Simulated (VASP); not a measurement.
**Ta8HN8 (a cell with a defect): single point with PBE**

System: Ta8HN8 (a cell with a defect).

```
CELL_PARAMETERS angstrom
2.91710 -5.05257 0.00000
-5.83420 0.00000 0.00000
0.00000 0.00000 -5.91485
ATOMIC_POSITIONS crystal
Ta 0.50073 0.50147 0.99814
Ta 0.00000 0.50000 0.00331
Ta 0.50073 0.99927 0.99814
Ta 0.99854 0.99927 0.99814
Ta 0.49790 0.49580 0.49976
Ta 0.00000 0.50000 0.50311
Ta 0.49790 0.00210 0.49977
Ta 0.00420 0.00210 0.49977
N 0.16739 0.33261 0.75040
N 0.66522 0.33261 0.75040
N 0.16739 0.83478 0.75040
N 0.66667 0.83333 0.74294
N 0.33333 0.16667 0.24552
N 0.83839 0.17677 0.25796
N 0.32323 0.66162 0.25796
N 0.83839 0.66162 0.25796
H 0.66667 0.83334 0.15386
```

```
Program                : VASP 6.6.1
Task                   : single point
Functional             : PBE
Potentials or basis    : VASP PAW PBE potentials, release 64 (Ta_pv, N, H)
Cutoff                 : 520 eV
k mesh                 : 5 × 5 × 4, shifted
Occupations            : gaussian, width 0.1 eV
Spin                   : no spin polarisation
Dipole correction      : no
Further INCAR settings : LREAL = Auto; ALGO = Fast; EDIFF = 1e-06; NBANDS = 78
```

```
Pressure               : 4.8 GPa
Largest force          : 1.499 eV/Å
Band gap on the k mesh : zero (an odd number of electrons rules out a gap without spin polarisation)
```

Forces on the atoms (eV/Å):
```
Ta   0.022  0.013 -0.073
Ta   0.000  0.000 -0.163
Ta  -0.022  0.013 -0.073
Ta   0.000 -0.025 -0.073
Ta   0.028  0.016 -0.028
Ta   0.000  0.000 -0.144
Ta  -0.028  0.016 -0.028
Ta   0.000 -0.033 -0.028
N    0.006 -0.003 -0.103
N    0.000  0.007 -0.103
N   -0.006 -0.003 -0.103
N    0.000  0.000  0.058
N    0.000  0.000 -0.018
N   -0.039 -0.022 -0.207
N    0.000  0.045 -0.207
N    0.039 -0.022 -0.207
H    0.000  0.000  1.499
```

Stress tensor (GPa, compression positive):
```
5.39 0.00 0.00
0.00 5.39 0.00
0.00 0.00 3.67
```

Levels at points of the mesh, in eV from the Fermi level:
```
           k point  band 61  band 62  band 63  band 64  band 65  band 66  band 67  band 68
(0.00, 0.00, 0.12)    -2.48    -2.19    -2.19    -0.16    -0.16     0.39     0.39     1.53
```

Run time: 4.6 min on 1 thread of Oxide Virtual Turin-like Processor, with other jobs on the host, peak memory 0.35 GiB.

Caveat: spin-orbit coupling is left out, which moves the levels of the heavy elements; an odd number of electrons without spin polarisation forces a metal; a magnetic or distorted state may lie lower.
